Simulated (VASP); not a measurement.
# Sc3Al (P4/mmm) in VASP: a series of runs

Sc3Al is run at these levels: PBEsol; tasks: single point.

Everything below comes from runs of VASP 6.6.1. Logs are shortened: lines on timing, memory, paths and dates and some standing lists are left out, and cuts for length are marked.

## 1. The cell of the first run

Symmetry: P4/mmm, No. 123, tetragonal system. Conventional cell: a = 4.440 Å, b = 4.440 Å, c = 4.244 Å, α = 90.00°, β = 90.00°, γ = 90.00°. Sc (site symmetry mmm) has 8 Sc at 3.07 to 3.14 Å and 4 Al at 3.07 Å within 4.0 Å. Within 4.0 Å of Sc (site symmetry 4/mmm) lie 8 Sc at 3.07 Å and 4 Al at 3.14 Å. Within 4.0 Å of Al (site symmetry 4/mmm) lie 12 Sc at 3.07 to 3.14 Å.

## 2. Single point, PBEsol (strain +0.015 along x and y, -0.030 along z)

INCAR reads:

```
SYSTEM = Sc3Al
  PREC = Accurate
  ENCUT = 520
  EDIFF = 1E-6
  ISMEAR = 0
  SIGMA = 0.15
  LREAL = .False.
  LASPH = .True.
  NELM = 60
  ALGO = Fast
  ISIF = 2
  LWAVE = .False.
  LCHARG = .True.
  GGA = PS
  LELF = .True.
  LVHAR = .True.
  NBANDS = 26
```

KPOINTS reads:

```
regular mesh
0
Gamma
  12 12 12
  0 0 0
```

POSCAR reads:

```
Sc3Al
1.0
    4.4404169237      0.0000000000      0.0000000000
    0.0000000000      4.4404169237      0.0000000000
    0.0000000000      0.0000000000      4.2435511487
Sc Al
3 1
Direct
    0.5000000000      0.0000000000      0.5000000000
    0.0000000000      0.5000000000      0.5000000000
    0.5000000000      0.5000000000      0.0000000000
    0.0000000000      0.0000000000      0.0000000000
```

Potentials or basis: VASP PAW PBE potentials, release 64 (Sc_sv, Al).

Run with:

```console
$ cat potpaw_PBE.64/Sc_sv/POTCAR potpaw_PBE.64/Al/POTCAR > POTCAR
$ mpirun -np 1 vasp_std > vasp.out
```

OUTCAR:

```text
SYSTEM = Sc3Al
   PREC = Accurate
   ENCUT = 520
   EDIFF = 1E-6
   ISMEAR = 0
   LREAL = .False.
   LASPH = .True.
   NELM = 60
   ISIF = 2
   GGA = PS

 ion  position               nearest neighbor table
   1  0.500  0.000  0.500-   3 3.07   4 3.07   3 3.07   4 3.07   3 3.07   3 3.07   4 3.07   4 3.07
                             2 3.14   2 3.14   2 3.14   2 3.14
   2  0.000  0.500  0.500-   3 3.07   4 3.07   3 3.07   4 3.07   4 3.07   4 3.07   3 3.07   3 3.07
                             1 3.14   1 3.14   1 3.14   1 3.14
   3  0.500  0.500  0.000-   1 3.07   2 3.07   1 3.07   2 3.07   1 3.07   1 3.07   2 3.07   2 3.07
                             4 3.14   4 3.14   4 3.14   4 3.14
   4  0.000  0.000  0.000-   1 3.07   2 3.07   1 3.07   2 3.07   2 3.07   2 3.07   1 3.07   1 3.07
                             3 3.14   3 3.14   3 3.14   3 3.14

  LATTYP: Found a simple tetragonal cell.
 ALAT       =     4.4404169237
 C/A-ratio  =     0.9556650246

  Lattice vectors:

 A1 = (   4.4404169237,   0.0000000000,   0.0000000000)
 A2 = (   0.0000000000,   4.4404169237,   0.0000000000)
 A3 = (   0.0000000000,   0.0000000000,   4.2435511487)

Analysis of symmetry for initial positions (statically):
=====================================================================
 Subroutine PRICEL returns:
 Original cell was already a primitive cell.

 Routine SETGRP: Setting up the symmetry group for a
 simple tetragonal supercell.

 Subroutine GETGRP returns: Found 16 space group operations
 (whereof 16 operations were pure point group operations)
 out of a pool of 16 trial point group operations.

The static configuration has the point symmetry D_4h.

Analysis of symmetry for dynamics (positions and initial velocities):
=====================================================================
 Subroutine PRICEL returns:
 Original cell was already a primitive cell.

 Routine SETGRP: Setting up the symmetry group for a
 simple tetragonal supercell.

 Subroutine GETGRP returns: Found 16 space group operations
 (whereof 16 operations were pure point group operations)
 out of a pool of 16 trial point group operations.

The dynamic configuration has the point symmetry D_4h.

 Subroutine INISYM returns: Found 16 space group operations
 (whereof 16 operations are pure point group operations),
 and found     1 'primitive' translations

----------------------------------------------------------------------------------------

                                     Primitive cell

  volume of cell :      83.6714

  direct lattice vectors                    reciprocal lattice vectors
     4.440416924  0.000000000  0.000000000     0.225204078  0.000000000  0.000000000
     0.000000000  4.440416924  0.000000000     0.000000000  0.225204078  0.000000000
[... 97 lines left out ...]
   POTIM  = 0.5000    time-step for ionic-motion
   TEBEG  =    0.0;   TEEND  =   0.0 temperature during run
   PSTRESS=    0.0 pullay stress
   NELECT =      36.0000    total number of electrons
   NUPDOWN=      -1.0000    fix difference up-down
   EMIN   =  10.00;   EMAX   =-10.00  energy-range for DOS
   EFERMI =   0.00;   METHOD = LEGACY
   ISMEAR =     0;   SIGMA  =   0.15  broadening in eV -4-tet -1-fermi 0-gaus
   EFERMI_NEDOS =   21; number of points for ismear=-14 and -15
   IALGO  =     68    algorithm
   IMIX   =      4    mixing-type and parameters
     AMIX     =   0.40;   BMIX     =  1.00
     AMIX_MAG =   1.60;   BMIX_MAG =  1.00
  volume/ion in A,a.u.               =      20.92       141.16
  Fermi-wavevector in a.u.,A,eV,Ry     =   1.235900  2.335512 20.782205  1.527449
  Thomas-Fermi vector in A             =   2.370531
   LORBIT       =      0    0 simple, 1 ext, 2 COOP (PROOUT), +10 PAW based schemes
   GGA     = PS    functional components
   LHFCALC =     F    Hartree Fock is set to
   AEXX    =    0.0000 exact exchange contribution
   IVDW    =     0    specifies the selected vdW correction
   LEPSILON=     F    determine dielectric tensor
   LRPA    =     F    only Hartree local field effects (RPA)
 non-spin polarized calculation
 RMM-DIIS sequential band-by-band and
 Gauss-broadening in eV      SIGMA  =   0.15
  energy-cutoff  :      520.00
  volume of cell :       83.67
 maximum number of plane-waves:      2280
 NGX is ok and might be reduce to    36
   NGX = 17   NGY = 17   NGZ = 15

 number of electron      35.9999999 magnetization

 Free energy of the ion-electron system (eV)
  ---------------------------------------------------
  ext. energy  EPLUGINS =         0.00000000
  ---------------------------------------------------
  free energy    TOTEN  =       -24.94829523 eV

  energy without entropy =      -24.88650476  energy(sigma->0) =      -24.91740000

 E-fermi :   4.8516     XC(G=0): -10.3632

 val. band max:        4.8483955262   @ k =   0.3333   0.0833   0.0833
 cond. band min:       4.8522272156   @ k =   0.3333   0.3333   0.0000
 fundamental gap:      0.0038316894
 Fermi energy:         4.8516266907

 k-point     1 :       0.0000    0.0000    0.0000
  band No.  band energies     occupation
      1     -44.2588      2.00000
      2     -44.1424      2.00000
      3     -44.1358      2.00000
      4     -23.1888      2.00000
      5     -23.1888      2.00000
      6     -23.1739      2.00000
[... 685 lines left out ...]
     25       7.4611      0.00000
     26       7.6507      0.00000

 [... further k-points ...]

------------------------ aborting loop because EDIFF is reached ----------------------------------------

  FORCE on cell =-STRESS in cart. coord.  units (eV):
  Direction    XX          YY          ZZ          XY          YZ          ZX
  --------------------------------------------------------------------------------------
  -------------------------------------------------------------------------------------
  Total       -0.4049355     -0.4049355      1.0785113      0.0000000     -0.0000000      0.0000000
  in kB       -7.7538877     -7.7538877     20.6518199      0.0000000     -0.0000000      0.0000000
  external PRESSURE =       1.7146815 kB  Pullay stress =       0.0000000 kB

 VOLUME and BASIS-vectors are now :
 -----------------------------------------------------------------------------
  energy-cutoff  :      520.00
  volume of cell :       83.67
      direct lattice vectors                 reciprocal lattice vectors
     4.440416924  0.000000000  0.000000000     0.225204078  0.000000000  0.000000000
     0.000000000  4.440416924  0.000000000     0.000000000  0.225204078  0.000000000
     0.000000000  0.000000000  4.243551149     0.000000000  0.000000000  0.235651690

 POSITION                                       TOTAL-FORCE (eV/Angst)
 -----------------------------------------------------------------------------------
      2.22021      0.00000      2.12178         0.000000      0.000000      0.000000
      0.00000      2.22021      2.12178         0.000000      0.000000      0.000000
      2.22021      2.22021      0.00000         0.000000      0.000000      0.000000
      0.00000      0.00000      0.00000         0.000000      0.000000      0.000000
 -----------------------------------------------------------------------------------
    total drift:                                0.000000      0.000000      0.000000

  FREE ENERGIE OF THE ION-ELECTRON SYSTEM (eV)
  ---------------------------------------------------
  free  energy   TOTEN  =       -24.9482952342 eV

  energy  without entropy=      -24.8865047579  energy(sigma->0) =      -24.91740000
```

Run time: 3.3 min. Hardware: 1 thread of Intel Xeon 6975P-C (Granite Rapids), shared host; peak memory 0.45 GiB.

What came out:

* Free energy: -24.9483 eV
* Pressure: 0.2 GPa
* Band gap on the k mesh: zero (bands 18 and 19 overlap by 1.47 eV)

Stress tensor (GPa, compression positive):
```
-0.78  0.00  0.00
 0.00 -0.78  0.00
 0.00  0.00  2.07
```

Levels at points of the mesh, in eV from the Fermi level:
```
           k point  band 15  band 16  band 17  band 18  band 19  band 20  band 21  band 22
(0.00, 0.00, 0.00)    -1.14    -0.99    -0.50    -0.40    -0.40     0.52     0.52     1.13
(0.50, 0.00, 0.00)    -1.39    -0.92    -0.58     0.07     0.16     0.83     1.09     1.50
(0.50, 0.50, 0.00)    -2.89    -1.57    -0.76     0.41     0.52     0.52     1.27     1.27
(0.00, 0.00, 0.50)    -1.30    -0.90    -0.90     0.15     0.20     0.83     0.83     1.58
(0.50, 0.00, 0.50)    -2.75    -1.41    -1.05     0.15     0.43     0.49     1.06     1.13
(0.50, 0.50, 0.50)    -1.52    -1.49    -1.14    -1.07    -1.07     0.55     1.25     1.55
```

Caveat: the cell differs from its parent crystal (strain +0.015 along x and y, -0.030 along z); the PAW data sets were made with another functional, which shifts forces and pressure a little.

## 3. Single point, PBEsol (strain +0.000 along x and y, +0.015 along z)

INCAR reads:

```
SYSTEM = Sc3Al
  PREC = Accurate
  ENCUT = 520
  EDIFF = 1E-6
  ISMEAR = 0
  SIGMA = 0.15
  LREAL = .FALSE.
  LASPH = .TRUE.
  NELM = 100
  ALGO = Fast
  ISIF = 2
  LWAVE = .FALSE.
  LCHARG = .FALSE.
  GGA = PS
  NBANDS = 26
```

KPOINTS reads:

```
regular mesh
0
G
  12 12 12
  0 0 0
```

POSCAR reads:

```
Sc3Al
1.0
    4.3747949987      0.0000000000      0.0000000000
    0.0000000000      4.3747949987      0.0000000000
    0.0000000000      0.0000000000      4.4404169237
Sc Al
3 1
Direct
    0.5000000000      0.0000000000      0.5000000000
    0.0000000000      0.5000000000      0.5000000000
    0.5000000000      0.5000000000      0.0000000000
    0.0000000000      0.0000000000      0.0000000000
```

Potentials or basis: VASP PAW PBE potentials, release 64 (Sc_sv, Al).

Run with:

```console
$ cat potpaw_PBE.64/Sc_sv/POTCAR potpaw_PBE.64/Al/POTCAR > POTCAR
$ mpirun -np 1 vasp_std > vasp.out
```

Run time: 3.7 min. Hardware: 1 thread of Intel Xeon 6975P-C (Granite Rapids), shared host; peak memory 0.47 GiB.

It converged, with:

* Free energy: -24.9660 eV
* Pressure: -0.9 GPa
* Band gap on the k mesh: zero (bands 18 and 19 overlap by 1.34 eV)

Stress tensor (GPa, compression positive):
```
-0.56  0.00  0.00
 0.00 -0.56  0.00
 0.00  0.00 -1.53
```

Levels at points of the mesh, in eV from the Fermi level:
| k point | band 14 | band 15 | band 16 | band 17 | band 18 | band 19 | band 20 | band 21 | band 22 | band 23 |
| --- | --- | --- | --- | --- | --- | --- | --- | --- | --- | --- |
| (0.00, 0.00, 0.00) | -2.55 | -1.07 | -1.01 | -0.43 | -0.43 | -0.41 | 0.55 | 0.75 | 0.75 | 2.37 |
| (0.50, 0.00, 0.00) | -4.04 | -1.33 | -0.87 | -0.76 | 0.10 | 0.18 | 0.84 | 0.92 | 1.60 | 1.65 |
| (0.50, 0.50, 0.00) | -2.77 | -2.77 | -1.46 | -1.00 | 0.17 | 0.47 | 0.47 | 1.09 | 1.09 | 1.85 |
| (0.00, 0.00, 0.50) | -4.08 | -1.36 | -0.76 | -0.76 | 0.07 | 0.18 | 0.92 | 0.92 | 1.52 | 1.62 |
| (0.50, 0.00, 0.50) | -2.82 | -2.81 | -1.51 | -0.91 | 0.25 | 0.48 | 0.50 | 1.13 | 1.16 | 1.79 |
| (0.50, 0.50, 0.50) | -1.51 | -1.49 | -1.49 | -1.11 | -1.11 | -1.09 | 0.49 | 1.41 | 1.41 | 1.51 |

Caveat: the cell differs from its parent crystal (strain +0.000 along x and y, +0.015 along z); the PAW data sets were made with another functional, which shifts forces and pressure a little.

## 4. Single point, PBEsol (strain +0.015 along x and y, -0.015 along z)

INCAR reads:

```
PREC = Accurate
ENCUT = 520
EDIFF = 1E-7
ISMEAR = 0
SIGMA = 0.15
LREAL = False
LASPH = True
NELM = 100
ALGO = Fast
ISIF = 2
LWAVE = False
LCHARG = False
GGA = PS
NBANDS = 26
```

KPOINTS reads:

```
Automatic mesh
0
Gamma
  12 12 12
```

POSCAR reads:

```
Sc3Al
1.0
    4.4404169237      0.0000000000      0.0000000000
    0.0000000000      4.4404169237      0.0000000000
    0.0000000000      0.0000000000      4.3091730737
Sc Al
3 1
Direct
    0.5000000000      0.0000000000      0.5000000000
    0.0000000000      0.5000000000      0.5000000000
    0.5000000000      0.5000000000      0.0000000000
    0.0000000000      0.0000000000      0.0000000000
```

Run with:

```console
$ cat potpaw_PBE.64/Sc_sv/POTCAR potpaw_PBE.64/Al/POTCAR > POTCAR
$ mpirun -np 1 vasp_std > vasp.out
```

Run time: 4.1 min. Hardware: 1 thread of Intel Xeon 6975P-C (Granite Rapids), shared host; peak memory 0.46 GiB.

The run converged. Its results:

| Item | Value |
| --- | --- |
| Free energy | -24.9586 eV |
| Pressure | -0.9 GPa |
| Band gap on the k mesh | zero (bands 18 and 19 overlap by 1.42 eV) |

Stress tensor (GPa, compression positive):
```
-1.47  0.00  0.00
 0.00 -1.47  0.00
 0.00  0.00  0.39
```

Levels at points of the mesh, in eV from the Fermi level:
```
           k point  band 14  band 15  band 16  band 17  band 18  band 19  band 20  band 21  band 22  band 23
(0.00, 0.00, 0.00)    -2.55    -1.09    -0.99    -0.46    -0.40    -0.40     0.55     0.55     0.95     2.38
(0.50, 0.00, 0.00)    -4.08    -1.36    -0.87    -0.65     0.08     0.17     0.84     1.01     1.52     1.62
(0.50, 0.50, 0.00)    -2.86    -2.86    -1.56    -0.82     0.34     0.51     0.51     1.20     1.20     1.74
(0.00, 0.00, 0.50)    -4.00    -1.30    -0.86    -0.86     0.13     0.19     0.84     0.84     1.58     1.78
(0.50, 0.00, 0.50)    -2.78    -2.76    -1.45    -1.00     0.17     0.45     0.49     1.07     1.11     1.84
(0.50, 0.50, 0.50)    -1.51    -1.51    -1.49    -1.13    -1.09    -1.09     0.49     1.30     1.51     1.51
```

Caveat: the cell differs from its parent crystal (strain +0.015 along x and y, -0.015 along z); the PAW data sets were made with another functional, which shifts forces and pressure a little.

## 5. Single point, PBEsol (strain +0.000 along x and y, +0.030 along z)

INCAR: that of step 4 with these lines changed.

```diff
@@ -11,4 +11,6 @@
 LWAVE = False
-LCHARG = False
+LCHARG = True
 GGA = PS
+LELF = True
+LVHAR = True
 NBANDS = 26
```

KPOINTS is that of step 4.

POSCAR reads:

```
Sc3Al
1.0
    4.3747949987      0.0000000000      0.0000000000
    0.0000000000      4.3747949987      0.0000000000
    0.0000000000      0.0000000000      4.5060388487
Sc Al
3 1
Direct
    0.5000000000      0.0000000000      0.5000000000
    0.0000000000      0.5000000000      0.5000000000
    0.5000000000      0.5000000000      0.0000000000
    0.0000000000      0.0000000000      0.0000000000
```

Run with:

```console
$ cat potpaw_PBE.64/Sc_sv/POTCAR potpaw_PBE.64/Al/POTCAR > POTCAR
$ mpirun -np 1 vasp_std > vasp.out
```

It took 5 min on 1 thread of Intel Xeon 6975P-C (Granite Rapids), shared host; peak memory 0.47 GiB.

The run converged. Its results:

```yaml
Free_energy: -24.9484 eV
Pressure: -1.8 GPa
Band_gap_on_the_k_mesh: zero (bands 18 and 19 overlap by 1.36 eV)
```

Stress tensor (GPa, compression positive):
```
-1.16  0.00  0.00
 0.00 -1.16  0.00
 0.00  0.00 -3.05
```

Levels at points of the mesh, in eV from the Fermi level:
```tsv
k point	band 15	band 16	band 17	band 18	band 19	band 20	band 21	band 22
(0.00, 0.00, 0.00)	-1.08	-0.97	-0.42	-0.42	-0.38	0.40	0.78	0.78
(0.50, 0.00, 0.00)	-1.30	-0.92	-0.72	0.12	0.19	0.77	0.93	1.58
(0.50, 0.50, 0.00)	-2.73	-1.44	-1.03	0.11	0.46	0.46	1.04	1.04
(0.00, 0.00, 0.50)	-1.35	-0.72	-0.72	0.06	0.18	0.93	0.93	1.42
(0.50, 0.00, 0.50)	-2.81	-1.54	-0.86	0.27	0.47	0.51	1.12	1.17
(0.50, 0.50, 0.50)	-1.48	-1.48	-1.12	-1.12	-1.08	0.45	1.35	1.35
```

Caveat: the cell differs from its parent crystal (strain +0.000 along x and y, +0.030 along z); the PAW data sets were made with another functional, which shifts forces and pressure a little.

## 6. Single point, PBEsol (strain -0.015 along x and y, -0.030 along z)

INCAR reads:

```
SYSTEM = Sc3Al
PREC     = Accurate       ! precision mode
ENCUT    = 520            ! plane-wave cutoff, eV
EDIFF    = 1E-6           ! SCF threshold, eV
ISMEAR   = 0              ! smearing method
SIGMA    = 0.15           ! smearing width, eV
LREAL    = .False.        ! projectors in reciprocal space
LASPH    = .True.         ! aspherical terms in the spheres
NELM     = 60             ! most SCF steps
ALGO     = Fast           ! electronic algorithm
ISIF     = 2              ! what is computed and relaxed
LWAVE    = .False.        ! write WAVECAR
LCHARG   = .True.         ! write CHGCAR
GGA      = PS             ! functional
LELF     = .True.         ! ELF
LVHAR    = .True.       
NBANDS   = 26             ! bands
```

KPOINTS reads:

```
Automatic mesh
0
Gamma
  12 12 12
  0 0 0
```

POSCAR reads:

```
Sc3Al
1.0
    4.3091730737      0.0000000000      0.0000000000
    0.0000000000      4.3091730737      0.0000000000
    0.0000000000      0.0000000000      4.2435511487
Sc Al
3 1
Direct
    0.5000000000      0.0000000000      0.5000000000
    0.0000000000      0.5000000000      0.5000000000
    0.5000000000      0.5000000000      0.0000000000
    0.0000000000      0.0000000000      0.0000000000
```

Potentials or basis: VASP PAW PBE potentials, release 64 (Sc_sv, Al).

Run with:

```console
$ cat potpaw_PBE.64/Sc_sv/POTCAR potpaw_PBE.64/Al/POTCAR > POTCAR
$ mpirun -np 1 vasp_std > vasp.out
```

It took 5.5 min on 1 thread of AMD EPYC 7R13 (Zen 3), shared host; peak memory 0.4 GiB.

Results (log left out):

| Property | Result |
| --- | --- |
| Free energy | -24.8960 eV |
| Pressure | 4.6 GPa |
| Band gap on the k mesh | zero (bands 18 and 19 overlap by 1.37 eV) |

Stress tensor (GPa, compression positive):
```
4.28 0.00 0.00
0.00 4.28 0.00
0.00 0.00 5.39
```

Levels at points of the mesh, in eV from the Fermi level:
```csv
k point,band 15,band 16,band 17,band 18,band 19,band 20,band 21,band 22
"(0.00, 0.00, 0.00)",-1.18,-1.13,-0.53,-0.50,-0.50,0.79,0.79,1.00
"(0.50, 0.00, 0.00)",-1.47,-0.88,-0.76,0.05,0.16,0.97,1.07,1.68
"(0.50, 0.50, 0.00)",-2.88,-1.41,-0.97,0.33,0.51,0.51,1.27,1.27
"(0.00, 0.00, 0.50)",-1.43,-0.88,-0.88,0.08,0.18,0.98,0.98,1.67
"(0.50, 0.00, 0.50)",-2.82,-1.35,-1.07,0.24,0.48,0.50,1.20,1.22
"(0.50, 0.50, 0.50)",-1.54,-1.52,-1.06,-1.04,-1.04,0.75,1.47,1.58
```

Caveat: the cell differs from its parent crystal (strain -0.015 along x and y, -0.030 along z); the cell stands under pressure; the PAW data sets were made with another functional, which shifts forces and pressure a little.

## 7. Overview

```csv
cell,further INCAR settings,gap on the mesh (eV),pressure (GPa)
"a = 4.440, b = 4.440, c = 4.244 Å, 4 atoms",ALGO = Fast; EDIFF = 1e-06; NBANDS = 26,none,0.2
"a = 4.375, b = 4.375, c = 4.440 Å, 4 atoms",ALGO = Fast; EDIFF = 1e-06; NBANDS = 26,none,-0.9
"a = 4.440, b = 4.440, c = 4.309 Å, 4 atoms",ALGO = Fast; EDIFF = 1e-07; NBANDS = 26,none,-0.9
"a = 4.375, b = 4.375, c = 4.506 Å, 4 atoms",ALGO = Fast; EDIFF = 1e-07; NBANDS = 26,none,-1.8
"a = 4.309, b = 4.309, c = 4.244 Å, 4 atoms",ALGO = Fast; EDIFF = 1e-06; NBANDS = 26,none,4.6
```

Alike in all rows: task single point; level PBEsol; potentials or basis VASP PAW PBE potentials, release 64 (Sc_sv, Al); no spin polarisation; k mesh 12 × 12 × 12; cutoff (eV) 520; smearing gaussian 0.15 eV.

Caveats: the PAW data sets were made with another functional, which shifts forces and pressure a little; the cell stands under pressure (at least some runs).

Absolute energies hang on the potentials; compare differences alone.
